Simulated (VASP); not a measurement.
BiTe:

```
Bi Te
1.0
     2.47022    1.42618    3.38235
    -2.47022    1.42618    3.38235
     0.00000   -2.85237    3.38235
Bi Te
1 1
Direct
  0.50000 0.50000 0.50000
  0.00000 0.00000 0.00000
```

Base run:

* Program: VASP 6.6.1
* Functional: PBE
* Potentials or basis: VASP PAW PBE potentials, release 64 (Bi_d, Te)
* Cutoff: 520 eV
* k mesh: 7 × 7 × 7
* Occupations: fermi-dirac, width 0.05 eV
* Spin: no spin polarisation

Its results: pressure -2.4 GPa.

Question: The run is repeated on the same cell with these changes: functional from PBE to r2SCAN. What comes out?

Answer: Pressure -3.1 GPa.

Caveats: the PAW data sets were made with another functional, which shifts forces and pressure a little (some runs).
